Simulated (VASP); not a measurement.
# MgB2 (P6/mmm) in VASP: notebook

MgB2 is run at these levels: PBE, r2SCAN; tasks: single point.

Everything below comes from runs of VASP 6.6.1. Logs are shortened: lines on timing, memory, paths and dates and some standing lists are left out, and cuts for length are marked.

### 1 The cell of the first run

The structure is hexagonal, space group P6/mmm (No. 191). The conventional cell has a = 3.072 Å, b = 3.072 Å, c = 3.499 Å, α = 90.00°, β = 90.00°, γ = 120.00°. Within 3.3 Å of Mg (site symmetry 6/mmm) lie 12 B at 2.49 Å and 6 Mg at 3.07 Å. B (site symmetry -6m2) has 3 B at 1.77 Å within 2.4 Å.

### 2 Single point, PBE

File INCAR:

```
SYSTEM = MgB2
ALGO = Normal
EDIFF = 1E-6
ENCUT = 520
GGA = PE
ISIF = 2
ISMEAR = 0
LASPH = .True.
LCHARG = .True.
LELF = .True.
LREAL = .False.
LVHAR = .True.
LWAVE = .False.
NBANDS = 11
NELM = 80
PREC = Accurate
SIGMA = 0.05
```

File KPOINTS:

```
k-points
0
Gamma
  12 12 10
  0 0 0
```

File POSCAR:

```
MgB2
1.0
    3.0721480083      0.0000000000      0.0000000000
   -1.5360740041      2.6605582194      0.0000000000
    0.0000000000      0.0000000000      3.4993583942
Mg B
1 2
Direct
    0.0000000000      0.0000000000      0.0000000000
    0.3333333333      0.6666666667      0.5000000000
    0.6666666667      0.3333333333      0.5000000000
```

Potentials or basis: VASP PAW PBE potentials, release 64 (Mg, B).

Started as:

```
$ cat potpaw_PBE.64/Mg/POTCAR potpaw_PBE.64/B/POTCAR > POTCAR
$ mpirun -np 1 vasp_std > vasp.out
```

OUTCAR:

```text
SYSTEM = MgB2
   EDIFF = 1E-6
   ENCUT = 520
   GGA = PE
   ISIF = 2
   ISMEAR = 0
   LASPH = .True.
   LREAL = .False.
   NELM = 80
   PREC = Accurate

 ion  position               nearest neighbor table
   1  0.000  0.000  0.000-   2 2.49   3 2.49   2 2.49   3 2.49   2 2.49   2 2.49   3 2.49   3 2.49
                             3 2.49   3 2.49   2 2.49   2 2.49
   2  0.333  0.667  0.500-   3 1.77   3 1.77   3 1.77   1 2.49   1 2.49   1 2.49   1 2.49   1 2.49
                             1 2.49
   3  0.667  0.333  0.500-   2 1.77   2 1.77   2 1.77   1 2.49   1 2.49   1 2.49   1 2.49   1 2.49
                             1 2.49

  LATTYP: Found a hexagonal cell.
 ALAT       =     3.0721480083
 C/A-ratio  =     1.1390591810

  Lattice vectors:

 A1 = (   3.0721480083,   0.0000000000,   0.0000000000)
 A2 = (  -1.5360740041,   2.6605582194,   0.0000000000)
 A3 = (   0.0000000000,   0.0000000000,   3.4993583942)

Analysis of symmetry for initial positions (statically):
=====================================================================
 Subroutine PRICEL returns:
 Original cell was already a primitive cell.

 Routine SETGRP: Setting up the symmetry group for a
 hexagonal supercell.

 Subroutine GETGRP returns: Found 24 space group operations
 (whereof 24 operations were pure point group operations)
 out of a pool of 24 trial point group operations.

The static configuration has the point symmetry D_6h.

Analysis of symmetry for dynamics (positions and initial velocities):
=====================================================================
 Subroutine PRICEL returns:
 Original cell was already a primitive cell.

 Routine SETGRP: Setting up the symmetry group for a
 hexagonal supercell.

 Subroutine GETGRP returns: Found 24 space group operations
 (whereof 24 operations were pure point group operations)
 out of a pool of 24 trial point group operations.

The dynamic configuration has the point symmetry D_6h.

 Subroutine INISYM returns: Found 24 space group operations
 (whereof 24 operations are pure point group operations),
 and found     1 'primitive' translations

----------------------------------------------------------------------------------------

                                     Primitive cell

  volume of cell :      28.6025

  direct lattice vectors                    reciprocal lattice vectors
     3.072148008  0.000000000  0.000000000     0.325505151  0.187930486  0.000000000
    -1.536074004  2.660558219  0.000000000     0.000000000  0.375860973  0.000000000
     0.000000000  0.000000000  3.499358394     0.000000000  0.000000000  0.285766671

[... 97 lines left out ...]
   NUPDOWN=      -1.0000    fix difference up-down
   EMIN   =  10.00;   EMAX   =-10.00  energy-range for DOS
   EFERMI =   0.00;   METHOD = LEGACY
   ISMEAR =     0;   SIGMA  =   0.05  broadening in eV -4-tet -1-fermi 0-gaus
   EFERMI_NEDOS =   21; number of points for ismear=-14 and -15
   IALGO  =     38    algorithm
   IMIX   =      4    mixing-type and parameters
     AMIX     =   0.40;   BMIX     =  1.00
     AMIX_MAG =   1.60;   BMIX_MAG =  1.00
  volume/ion in A,a.u.               =       9.53        64.34
  Fermi-wavevector in a.u.,A,eV,Ry     =   1.070624  2.023186 15.595490  1.146236
  Thomas-Fermi vector in A             =   2.206340
   LORBIT       =      0    0 simple, 1 ext, 2 COOP (PROOUT), +10 PAW based schemes
   GGA     = PE    functional components
   LHFCALC =     F    Hartree Fock is set to
   AEXX    =    0.0000 exact exchange contribution
   IVDW    =     0    specifies the selected vdW correction
   LEPSILON=     F    determine dielectric tensor
   LRPA    =     F    only Hartree local field effects (RPA)
 non-spin polarized calculation
 Gauss-broadening in eV      SIGMA  =   0.05
  energy-cutoff  :      520.00
  volume of cell :       28.60
 maximum number of plane-waves:       781
 NGX is ok and might be reduce to    24
   NGX = 11   NGY = 11   NGZ = 13

 number of electron       8.0000000 magnetization

 Free energy of the ion-electron system (eV)
  ---------------------------------------------------
  ext. energy  EPLUGINS =         0.00000000
  ---------------------------------------------------
  free energy    TOTEN  =       -15.32090078 eV

  energy without entropy =      -15.32048964  energy(sigma->0) =      -15.32069521

 E-fermi :   5.3003     XC(G=0): -10.9731

 val. band max:        5.2767778548   @ k =   0.2500   0.2500   0.5000
 cond. band min:       5.3727152997   @ k =   0.0833   0.0000   0.3000
 fundamental gap:      0.0959374449
 Fermi energy:         5.3002935634

 k-point     1 :       0.0000    0.0000    0.0000
  band No.  band energies     occupation
      1      -7.1442      2.00000
      2       2.4248      2.00000
      3       5.7091      0.00000
      4       5.7091      0.00000
      5       7.1058      0.00000
      6      11.6941      0.00000
      7      11.6941      0.00000
      8      13.5568      0.00000
      9      15.4036      0.00000
     10      18.1462      0.00000
     11      21.6662      0.00000
[... 309 lines left out ...]
 k-point    24 :       0.3333    0.0000    0.1000
  band No.  band energies     occupation
      1      -5.1526      2.00000
      2       0.2826      2.00000
      3       3.6180      2.00000
      4       3.6303      2.00000
      5       9.1617      0.00000
      6      10.0893      0.00000
      7      10.8136      0.00000
      8      14.7973      0.00000
      9      17.3753      0.00000
     10      18.2724      0.00000
     11      18.4157      0.00000

 [... further k-points ...]

------------------------ aborting loop because EDIFF is reached ----------------------------------------

  FORCE on cell =-STRESS in cart. coord.  units (eV):
  Direction    XX          YY          ZZ          XY          YZ          ZX
  --------------------------------------------------------------------------------------
  -------------------------------------------------------------------------------------
  Total        0.1513883      0.1513883      0.1656063      0.0000000      0.0000000     -0.0000000
  in kB        8.4800719      8.4800719      9.2764986      0.0000000      0.0000000     -0.0000000
  external PRESSURE =       8.7455474 kB  Pullay stress =       0.0000000 kB

 VOLUME and BASIS-vectors are now :
 -----------------------------------------------------------------------------
  energy-cutoff  :      520.00
  volume of cell :       28.60
      direct lattice vectors                 reciprocal lattice vectors
     3.072148008  0.000000000  0.000000000     0.325505151  0.187930486  0.000000000
    -1.536074004  2.660558219  0.000000000     0.000000000  0.375860973  0.000000000
     0.000000000  0.000000000  3.499358394     0.000000000  0.000000000  0.285766671

 POSITION                                       TOTAL-FORCE (eV/Angst)
 -----------------------------------------------------------------------------------
      0.00000      0.00000      0.00000        -0.000000      0.000000      0.000000
     -0.00000      1.77371      1.74968        -0.000000      0.000000      0.000000
      1.53607      0.88685      1.74968         0.000000      0.000000      0.000000
 -----------------------------------------------------------------------------------
    total drift:                                0.000000     -0.000000      0.000000

  FREE ENERGIE OF THE ION-ELECTRON SYSTEM (eV)
  ---------------------------------------------------
  free  energy   TOTEN  =       -15.3209007788 eV

  energy  without entropy=      -15.3204896365  energy(sigma->0) =      -15.32069521
```

stdout:

```text
POSCAR found type information on POSCAR MgB
 POSCAR found :  2 types and       3 ions
 scaLAPACK will be used
 LDA part: xc-table for (Slater+PW92), standard interpolation
 POSCAR, INCAR and KPOINTS ok, starting setup
 FFT: planning ... GRIDC
 FFT: planning ... GRID_SOFT
 FFT: planning ... GRID
 WAVECAR not read
 entering main loop
```

Wall time 17 s (1 thread of Intel Xeon 6975P-C, shared host); peak memory 0.17 GiB.

What came out:

* Free energy: -15.3209 eV
* Pressure: 0.9 GPa
* Band gap on the k mesh: zero (band 4 reaches 7.18 eV, above the bottom of band 5 at 3.33 eV)

Stress tensor (GPa, compression positive):
```
0.85 0.00 0.00
0.00 0.85 0.00
0.00 0.00 0.93
```

Levels at points of the mesh, in eV from the Fermi level:
```csv
k point,band 2,band 3,band 4,band 5,band 6,band 7
"(0.00, 0.00, 0.00)",-2.88,0.41,0.41,1.81,6.39,6.39
"(0.50, 0.00, 0.00)",-7.83,-2.15,0.29,3.19,3.95,5.50
"(0.00, 0.00, 0.50)",-7.41,0.79,0.79,6.72,6.72,8.07
"(0.50, 0.00, 0.50)",-6.91,-3.53,-1.85,-1.23,5.83,8.95
```

(Part 1 of 2 ends here.)
